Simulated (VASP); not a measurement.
A run of VASP 6.6.1:

INCAR

```
SYSTEM = Tl
ALGO = Normal ; EDIFF = 1E-7
ENCUT = 520 ; GGA = PS
ISIF = 2 ; ISMEAR = 0
LASPH = .TRUE. ; LCHARG = .TRUE.
LELF = .TRUE. ; LREAL = .FALSE.
LVHAR = .TRUE. ; LWAVE = .FALSE.
NBANDS = 20 ; NELM = 60
PREC = Accurate ; SIGMA = 0.01
```

File KPOINTS:

```
k-points
0
G
  7 7 4
  0 0 0
```

POSCAR

```
Tl
1.0
    3.4560000000      0.0000000000      0.0000000000
   -1.7280000000      2.9929837955      0.0000000000
    0.0000000000      0.0000000000      5.5250000000
Tl
2
Direct
    0.6666666667      0.3333333333      0.7500000000
    0.3333333333      0.6666666667      0.2500000000
```

Potentials or basis: VASP PAW PBE potentials, release 64 (Tl_d).

Run with:

```console
$ cat potpaw_PBE.64/Tl_d/POTCAR > POTCAR
$ mpirun -np 1 vasp_std > vasp.out
```

Hardware: 1 thread of Intel Xeon 8259CL (shared host).

Question: Estimate the wall time of this run.

Answer: Run time: 36 s on 1 thread of Intel Xeon 8259CL (shared host), peak memory 0.18 GiB. Counts: scf iterations 11, k points 24.
